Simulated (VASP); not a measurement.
# C (Fm-3m) in VASP: notebook

The runs below take C through single point, relaxation of cell and atoms, with revPBE.

Program: VASP 6.6.1. These are calculated values, not measurements. Logs are shortened: lines on timing, memory, paths and dates and some standing lists are left out, and cuts for length are marked.

## 1. The cell of the first run

It takes space group Fm-3m (No. 225, cubic). Conventional cell: a = 3.218 Å, b = 3.218 Å, c = 3.218 Å, α = 90.00°, β = 90.00°, γ = 90.00°. C (site symmetry m-3m) has 12 C at 2.28 Å within 3.0 Å.

## 2. Single point, revPBE (volume scaled by 1.12)

Input file INCAR:

```
SYSTEM = C
PREC = Accurate
ENCUT = 520
EDIFF = 1E-6
ISMEAR = -1
SIGMA = 0.1
LREAL = .FALSE.
LASPH = .TRUE.
NELM = 80
ALGO = Normal
ISIF = 2
LWAVE = .FALSE.
LCHARG = .FALSE.
GGA = RE
NBANDS = 8
```

Input file KPOINTS:

```
Automatic mesh
0
G
  20 20 20
  0 0 0
```

Input file POSCAR:

```
C
1.0
    0.0000000000      1.6091958925      1.6091958925
    1.6091958925      0.0000000000      1.6091958925
    1.6091958925      1.6091958925      0.0000000000
C
1
Direct
    0.0000000000      0.0000000000      0.0000000000
```

Potentials or basis: VASP PAW PBE potentials, release 64 (C).

Command:

```console
cat potpaw_PBE.64/C/POTCAR > POTCAR
mpirun -np 1 vasp_std > vasp.out
```

OUTCAR:

```text
SYSTEM = C
   PREC = Accurate
   ENCUT = 520
   EDIFF = 1E-6
   ISMEAR = -1
   LREAL = .FALSE.
   LASPH = .TRUE.
   NELM = 80
   ISIF = 2
   GGA = RE

 ion  position               nearest neighbor table
   1  0.000  0.000  0.000-

  LATTYP: Found a face centered cubic cell.
 ALAT       =     3.2183917850

  Lattice vectors:

 A1 = (   0.0000000000,   1.6091958925,   1.6091958925)
 A2 = (   1.6091958925,   0.0000000000,   1.6091958925)
 A3 = (   1.6091958925,   1.6091958925,   0.0000000000)

Analysis of symmetry for initial positions (statically):
=====================================================================
 Subroutine PRICEL returns:
 Original cell was already a primitive cell.

 Routine SETGRP: Setting up the symmetry group for a
 face centered cubic supercell.

 Subroutine GETGRP returns: Found 48 space group operations
 (whereof 48 operations were pure point group operations)
 out of a pool of 48 trial point group operations.

The static configuration has the point symmetry O_h .

Analysis of symmetry for dynamics (positions and initial velocities):
=====================================================================
 Subroutine PRICEL returns:
 Original cell was already a primitive cell.

 Routine SETGRP: Setting up the symmetry group for a
 face centered cubic supercell.

 Subroutine GETGRP returns: Found 48 space group operations
 (whereof 48 operations were pure point group operations)
 out of a pool of 48 trial point group operations.

The dynamic configuration has the point symmetry O_h .

 Subroutine INISYM returns: Found 48 space group operations
 (whereof 48 operations are pure point group operations),
 and found     1 'primitive' translations

----------------------------------------------------------------------------------------

                                     Primitive cell

  volume of cell :       8.3341

  direct lattice vectors                    reciprocal lattice vectors
     0.000000000  1.609195893  1.609195893    -0.310714191  0.310714191  0.310714191
     1.609195893  0.000000000  1.609195893     0.310714191 -0.310714191  0.310714191
     1.609195893  1.609195893  0.000000000     0.310714191  0.310714191 -0.310714191

  length of vectors
     2.275746656  2.275746656  2.275746656     0.538172766  0.538172766  0.538172766

  position of ions in fractional coordinates (direct lattice)
     0.000000000  0.000000000  0.000000000

  ion indices of the primitive-cell ions
   primitive index   ion index
                 1           1

----------------------------------------------------------------------------------------

 KPOINTS: Automatic mesh

Automatic generation of k-mesh.
 Grid dimensions read from file:
 generate k-points for:   20   20   20

 Generating k-lattice:

  Cartesian coordinates                     Fractional coordinates (reciprocal lattice)
    -0.015535710  0.015535710  0.015535710     0.050000000  0.000000000  0.000000000
     0.015535710 -0.015535710  0.015535710     0.000000000  0.050000000  0.000000000
     0.015535710  0.015535710 -0.015535710     0.000000000  0.000000000  0.050000000

  Length of vectors
     0.026908638  0.026908638  0.026908638

  Shift w.r.t. Gamma in fractional coordinates (k-lattice)
     0.000000000  0.000000000  0.000000000

 Subroutine IBZKPT returns following result:
 ===========================================

 Found    256 irreducible k-points:

 Following reciprocal coordinates:
            Coordinates               Weight
  0.000000  0.000000  0.000000      1.000000
  0.050000  0.000000  0.000000      8.000000
  0.100000  0.000000  0.000000      8.000000
  0.150000  0.000000  0.000000      8.000000
  0.200000  0.000000  0.000000      8.000000
  0.250000  0.000000  0.000000      8.000000
[... 16 lines left out ...]
 -0.400000  0.050000  0.000000     24.000000
 -0.350000  0.050000  0.000000     24.000000
 [... further k-points ...]
   k-points           NKPTS =    256   k-points in BZ     NKDIM =    256   number of bands    NBANDS=      8
   number of dos      NEDOS =    301   number of ions     NIONS =      1
   total plane-waves  NPLWV =   5832
   dimension x,y,z NGX =    18 NGY =   18 NGZ =   18
   dimension x,y,z NGXF=    36 NGYF=   36 NGZF=   36
   ions per type =               1
   NGX,Y,Z   is equivalent  to a cutoff of  13.15, 13.15, 13.15 a.u.
   NGXF,Y,Z  is equivalent  to a cutoff of  26.30, 26.30, 26.30 a.u.
 SYSTEM =  C
   PREC   = accura    normal or accurate (medium, high low for compatibility)
   ISTART =      0    job   : 0-new  1-cont  2-samecut
   ICHARG =      2    charge: 1-file 2-atom 10-const
   ISPIN  =      1    spin polarized calculation?
   LNONCOLLINEAR =      F non collinear calculations
   LSORBIT =      F    spin-orbit coupling
   LASPH  =      T    aspherical Exc in radial PAW
   ENCUT  =  520.0 eV  38.22 Ry    6.18 a.u.   4.23  4.23  4.23*2*pi/ulx,y,z
   NELM   =     80;   NELMIN=  2; NELMDL= -5     # of ELM steps
   EDIFF  = 0.1E-05   stopping-criterion for ELM
   LREAL  =      F    real-space projection
   EDIFFG = 0.1E-04   stopping-criterion for IOM
   NSW    =      0    number of steps for IOM
   IBRION =     -1    ionic relax: 0-MD 1-quasi-New 2-CG
   NFREE  =      0    steps in history (QN), initial steepest desc. (CG)
   ISIF   =      2    stress and relaxation
   ISYM   =      2    0-nonsym 1-usesym 2-fastsym
   POTIM  = 0.5000    time-step for ionic-motion
   TEBEG  =    0.0;   TEEND  =   0.0 temperature during run
   PSTRESS=    0.0 pullay stress
   NELECT =       4.0000    total number of electrons
   NUPDOWN=      -1.0000    fix difference up-down
   EMIN   =  10.00;   EMAX   =-10.00  energy-range for DOS
   EFERMI =   0.00;   METHOD = LEGACY
   ISMEAR =    -1;   SIGMA  =   0.10  broadening in eV -4-tet -1-fermi 0-gaus
   EFERMI_NEDOS =   21; number of points for ismear=-14 and -15
   IALGO  =     38    algorithm
   IMIX   =      4    mixing-type and parameters
     AMIX     =   0.40;   BMIX     =  1.00
     AMIX_MAG =   1.60;   BMIX_MAG =  1.00
  volume/ion in A,a.u.               =       8.33        56.24
  Fermi-wavevector in a.u.,A,eV,Ry     =   1.281767  2.422189 22.353391  1.642928
  Thomas-Fermi vector in A             =   2.414118
   LORBIT       =      0    0 simple, 1 ext, 2 COOP (PROOUT), +10 PAW based schemes
   GGA     = RE    functional components
   LHFCALC =     F    Hartree Fock is set to
   AEXX    =    0.0000 exact exchange contribution
   IVDW    =     0    specifies the selected vdW correction
   LEPSILON=     F    determine dielectric tensor
   LRPA    =     F    only Hartree local field effects (RPA)
 non-spin polarized calculation
  energy-cutoff  :      520.00
  volume of cell :        8.33
 maximum number of plane-waves:       238
 NGX is ok and might be reduce to    18
   NGX =  9   NGY =  9   NGZ =  9

 number of electron       4.0000000 magnetization

 Free energy of the ion-electron system (eV)
  ---------------------------------------------------
  ext. energy  EPLUGINS =         0.00000000
  ---------------------------------------------------
  free energy    TOTEN  =        -4.29207335 eV

  energy without entropy =       -4.27795974  energy(sigma->0) =       -4.28501654

 E-fermi :   5.9840     XC(G=0): -12.0294

 val. band max:        5.9649934052   @ k =  -0.4500   0.3500   0.1500
 cond. band min:       5.9855734933   @ k =   0.4000   0.2000   0.1000
 fundamental gap:      0.0205800881
 Fermi energy:         5.9839511504

 k-point     1 :       0.0000    0.0000    0.0000
  band No.  band energies     occupation
      1     -11.1579      2.00000
      2      13.0459      0.00000
      3      13.0459      0.00000
      4      13.0459      0.00000
      5      33.2795      0.00000
      6      34.2974      0.00000
      7      34.2974      0.00000
      8      34.2974      0.00000

 k-point     2 :       0.0500    0.0000    0.0000
  band No.  band energies     occupation
      1     -11.0670      2.00000
      2      12.7744      0.00000
      3      13.0007      0.00000
      4      13.0007      0.00000
      5      33.2724      0.00000
      6      33.3703      0.00000
      7      34.4300      0.00000
      8      34.4300      0.00000

 k-point     3 :       0.1000    0.0000    0.0000
  band No.  band energies     occupation
      1     -10.7944      2.00000
      2      11.9826      0.00000
      3      12.8754      0.00000
      4      12.8754      0.00000
      5      31.8549      0.00000
      6      33.3246      0.00000
      7      34.7679      0.00000
      8      34.7679      0.00000

 k-point     4 :       0.1500    0.0000    0.0000
  band No.  band energies     occupation
      1     -10.3409      2.00000
      2      10.7365      0.00000
      3      12.6886      0.00000
      4      12.6886      0.00000
      5      30.6107      0.00000
      6      33.3531      0.00000
      7      35.0960      0.00000
      8      35.0960      0.00000

 k-point     5 :       0.2000    0.0000    0.0000
  band No.  band energies     occupation
      1      -9.7084      2.00000
      2       9.1409      0.00000
      3      12.4655      0.00000
      4      12.4655      0.00000
      5      29.7131      0.00000
      6      33.3524      0.00000
      7      35.0500      0.00000
      8      35.0500      0.00000

 k-point     6 :       0.2500    0.0000    0.0000
  band No.  band energies     occupation
      1      -8.8996      2.00000
      2       7.3166      0.00000
      3      12.2335      0.00000
      4      12.2335      0.00000
      5      29.1190      0.00000
      6      33.2943      0.00000
      7      34.5070      0.00000
      8      34.5070      0.00000

 k-point     7 :       0.3000    0.0000    0.0000
  band No.  band energies     occupation
      1      -7.9188      2.00000
      2       5.3752      1.99547
      3      12.0156      0.00000
      4      12.0156      0.00000
      5      28.7543      0.00000
      6      33.1611      0.00000
      7      33.7472      0.00000
      8      33.7472      0.00000

 k-point     8 :       0.3500    0.0000    0.0000
  band No.  band energies     occupation
      1      -6.7735      2.00000
      2       3.4085      2.00000
      3      11.8295      0.00000
      4      11.8295      0.00000
      5      28.5502      0.00000
      6      32.9741      0.00000
      7      33.0250      0.00000
      8      33.0250      0.00000

 k-point     9 :       0.4000    0.0000    0.0000
  band No.  band energies     occupation
      1      -5.4793      2.00000
      2       1.4909      2.00000
      3      11.6885      0.00000
      4      11.6885      0.00000
      5      28.4494      0.00000
      6      32.4612      0.00000
      7      32.4612      0.00000
      8      32.7817      0.00000

 k-point    10 :       0.4500    0.0000    0.0000
  band No.  band energies     occupation
      1      -4.0892      2.00000
      2      -0.2870      2.00000
      3      11.6008      0.00000
      4      11.6008      0.00000
      5      28.4081      0.00000
      6      32.1082      0.00000
      7      32.1082      0.00000
      8      32.6361      0.00000
[... 78 lines left out ...]
 k-point    18 :       0.3500    0.0500    0.0000
  band No.  band energies     occupation
      1      -7.0948      2.00000
      2       4.1222      2.00000
      3      11.5594      0.00000
      4      11.8892      0.00000
      5      28.6186      0.00000
      6      31.1985      0.00000
      7      33.7167      0.00000
      8      34.5343      0.00000

 k-point    19 :       0.4000    0.0500    0.0000
  band No.  band energies     occupation
      1      -5.8488      2.00000
      2       2.1873      2.00000
      3      11.4593      0.00000
      4      11.6612      0.00000
      5      28.5419      0.00000
      6      30.6608      0.00000
      7      33.0531      0.00000
      8      34.4191      0.00000

 k-point    20 :       0.4500    0.0500    0.0000
  band No.  band energies     occupation
      1      -4.4804      2.00000
      2       0.3527      2.00000
      3      11.4257      0.00000
      4      11.4716      0.00000
      5      28.5316      0.00000
      6      30.3014      0.00000
      7      32.5569      0.00000
      8      34.3280      0.00000

 k-point    21 :       0.5000    0.0500    0.0000
  band No.  band energies     occupation
      1      -3.2011      2.00000
      2      -1.1433      2.00000
      3      11.3336      0.00000
      4      11.4591      0.00000
      5      28.5508      0.00000
      6      30.1560      0.00000
      7      32.2710      0.00000
      8      34.2877      0.00000

 k-point    22 :      -0.4500    0.0500    0.0000
  band No.  band energies     occupation
      1      -3.5716      2.00000
      2      -0.7290      2.00000
      3      11.2556      0.00000
      4      11.5556      0.00000
      5      28.5708      0.00000
      6      30.2473      0.00000
      7      32.2173      0.00000
      8      34.3149      0.00000

 k-point    23 :      -0.4000    0.0500    0.0000
  band No.  band energies     occupation
      1      -4.9457      2.00000
      2       0.9472      2.00000
      3      11.2441      0.00000
      4      11.7085      0.00000
      5      28.5903      0.00000
      6      30.5703      0.00000
      7      32.4045      0.00000
      8      34.4001      0.00000

 k-point    24 :      -0.3500    0.0500    0.0000
  band No.  band energies     occupation
      1      -6.2802      2.00000
      2       2.8263      2.00000
      3      11.3017      0.00000
      4      11.9072      0.00000
      5      28.6385      0.00000
      6      31.0865      0.00000
      7      32.8292      0.00000
      8      34.5150      0.00000

 [... further k-points ...]

------------------------ aborting loop because EDIFF is reached ----------------------------------------

  FORCE on cell =-STRESS in cart. coord.  units (eV):
  Direction    XX          YY          ZZ          XY          YZ          ZX
  --------------------------------------------------------------------------------------
  -------------------------------------------------------------------------------------
  Total       -0.6897815     -0.6897815     -0.6897815     -0.0000000     -0.0000000      0.0000000
  in kB     -132.6066721   -132.6066721   -132.6066721     -0.0000000     -0.0000000      0.0000000
  external PRESSURE =    -132.6066721 kB  Pullay stress =       0.0000000 kB

 VOLUME and BASIS-vectors are now :
 -----------------------------------------------------------------------------
  energy-cutoff  :      520.00
  volume of cell :        8.33
      direct lattice vectors                 reciprocal lattice vectors
     0.000000000  1.609195893  1.609195893    -0.310714191  0.310714191  0.310714191
     1.609195893  0.000000000  1.609195893     0.310714191 -0.310714191  0.310714191
     1.609195893  1.609195893  0.000000000     0.310714191  0.310714191 -0.310714191

 POSITION                                       TOTAL-FORCE (eV/Angst)
 -----------------------------------------------------------------------------------
      0.00000      0.00000      0.00000         0.000000     -0.000000     -0.000000
 -----------------------------------------------------------------------------------
    total drift:                                0.000000     -0.000000      0.000000

  FREE ENERGIE OF THE ION-ELECTRON SYSTEM (eV)
  ---------------------------------------------------
  free  energy   TOTEN  =        -4.2920733464 eV

  energy  without entropy=       -4.2779597412  energy(sigma->0) =       -4.28501654
```

It took 9.3 s on 1 thread of Intel Xeon 6975P-C, shared host; peak memory 0.12 GiB.

What came out:

- Free energy: -4.2921 eV
- Pressure: -13.3 GPa
- Band gap on the k mesh: zero (band 2 reaches 13.05 eV, above the bottom of band 3 at 3.15 eV)

Levels at points of the mesh, in eV from the Fermi level:
```tsv
k point	band 1	band 2	band 3	band 4	band 5
(0.00, 0.00, 0.00)	-17.14	7.06	7.06	7.06	27.30
(0.50, 0.00, 0.00)	-9.09	-7.38	5.59	5.59	22.41
(0.50, 0.50, 0.00)	-5.79	-5.74	2.15	2.15	13.93
```

Caveat: the cell differs from its parent crystal (volume scaled by 1.12); the PAW data sets were made with another functional, which shifts forces and pressure a little.

## 3. Relaxation of cell and atoms, revPBE

This run uses another cell than the first one, of 6.62 Å³/atom, 0.794 times its volume.

Input file INCAR:

```
SYSTEM = C
ALGO = Normal
EDIFF = 1E-7
EDIFFG = -0.01
ENCUT = 600
GGA = RE
IBRION = 2
ISIF = 3
ISMEAR = -1
LASPH = .True.
LCHARG = .False.
LREAL = .False.
LWAVE = .False.
NELM = 100
NSW = 80
PREC = Accurate
SIGMA = 0.1
```

Input file KPOINTS:

```
k-points
0
Gamma
  18 18 18
  0 0 0
```

Input file POSCAR:

```
C
1.0
    0.0000000000      1.4900140304      1.4900140304
    1.4900140304      0.0000000000      1.4900140304
    1.4900140304      1.4900140304      0.0000000000
C
1
Direct
    0.0000000000      0.0000000000      0.0000000000
```

Potentials or basis: VASP PAW PBE potentials, release 64 (C).

Command:

```console
cat potpaw_PBE.64/C/POTCAR > POTCAR
mpirun -np 1 vasp_std > vasp.out
```

Wall time 12 s (1 thread of Intel Xeon 6975P-C, shared host); peak memory 0.12 GiB.

Results (log left out):

| Item | Value |
| --- | --- |
| Free energy | -4.3321 eV |
| Relaxed volume | 7.44 Å³/atom |
| Relaxed cell | a = 2.191 Å, b = 2.191 Å, c = 2.191 Å, α = 60.00°, β = 60.00°, γ = 60.00° |
| Space group after relaxing (to 0.05 Å) | Fm-3m (No. 225) |
| Energy gained by relaxing | 49.5 meV/atom |
| Ionic steps | 3 |
| Pressure after relaxing | 0.0 GPa |
| Band gap on the k mesh | zero (band 2 reaches 15.33 eV, above the bottom of band 3 at 4.34 eV) |

Step by step:
| step | energy change (eV) | largest force (eV/Å) | pressure (GPa) | volume (Å³) |
| --- | --- | --- | --- | --- |
| 1 | 0.0000 | 0.0000 | 21.14 | 6.62 |
| 2 | -0.0494 | 0.0000 | -0.93 | 7.49 |
| 3 | -0.0495 | 0.0000 | 0.05 | 7.44 |

Final structure:
```xyz
1
Lattice="0.0000 1.5493 1.5493 1.5493 0.0000 1.5493 1.5493 1.5493 0.0000" Properties=species:S:1:pos:R:3 pbc="T T T"
C     0.0000    0.0000    0.0000
```

Levels at points of the mesh, in eV from the Fermi level:
```csv
k point,band 1,band 2,band 3,band 4,band 5
"(0.00, 0.00, 0.00)",-18.54,7.92,7.92,7.92,29.75
"(0.50, 0.00, 0.00)",-9.41,-8.43,6.23,6.23,24.30
"(0.50, 0.50, 0.00)",-6.58,-5.59,2.29,2.29,14.64
```

Caveat: the PAW data sets were made with another functional, which shifts forces and pressure a little.

## 4. Single point, revPBE

This run uses another cell than the first one, of 7.44 Å³/atom, 0.893 times its volume.

Input file INCAR:

```
ALGO = Normal
EDIFF = 1E-6
ENCUT = 520
GGA = RE
ISIF = 2
ISMEAR = -1
LASPH = T
LCHARG = F
LREAL = F
LWAVE = F
NBANDS = 8
NELM = 60
PREC = Accurate
SIGMA = 0.1
```

Input file KPOINTS:

```
k-points
0
Gamma
  28 28 28
```

Input file POSCAR:

```
C
1.0
    0.0000000000      1.5495404144      1.5495404144
    1.5495404144      0.0000000000      1.5495404144
    1.5495404144      1.5495404144      0.0000000000
C
1
Direct
    0.0000000000      0.0000000000      0.0000000000
```

Command:

```console
cat potpaw_PBE.64/C/POTCAR > POTCAR
mpirun -np 1 vasp_std > vasp.out
```

Run time: 11 s. Hardware: 1 thread of Intel Xeon 6975P-C, shared host; peak memory 0.13 GiB.

Results (log left out):

```
Free energy            : -4.3325 eV
Pressure               : -0.1 GPa
Band gap on the k mesh : zero (band 2 reaches 15.32 eV, above the bottom of band 3 at 4.04 eV)
```

Levels at points of the mesh, in eV from the Fermi level:
| k point | band 1 | band 2 | band 3 | band 4 | band 5 | band 6 | band 7 |
| --- | --- | --- | --- | --- | --- | --- | --- |
| (0.00, 0.00, 0.00) | -18.56 | 7.89 | 7.89 | 7.89 | 29.71 | 29.71 | 29.71 |
| (0.50, 0.00, 0.00) | -9.43 | -8.45 | 6.20 | 6.20 | 24.27 | 27.20 | 27.20 |
| (0.50, 0.50, 0.00) | -6.60 | -5.61 | 2.27 | 2.27 | 14.61 | 16.20 | 36.85 |

Caveat: the PAW data sets were made with another functional, which shifts forces and pressure a little.

## 5. The runs side by side

```tsv
task	cell	k mesh	cutoff (eV)	gap on the mesh (eV)	pressure (GPa)
single point	a = 2.276 Å, angles 60.0°, 1 atom	20 × 20 × 20	520	none	-13.3
relaxation of cell and atoms	relaxed from a = 2.107 Å, angles 60.0°, 1 atom	18 × 18 × 18	600	none	0.0
single point	a = 2.191 Å, angles 60.0°, 1 atom	28 × 28 × 28	520	none	-0.1
```

Alike in all rows: level revPBE; potentials or basis VASP PAW PBE potentials, release 64 (C); no spin polarisation; smearing fermi-dirac 0.1 eV.

Caveats: the PAW data sets were made with another functional, which shifts forces and pressure a little.

Absolute energies hang on the potentials; compare differences alone.
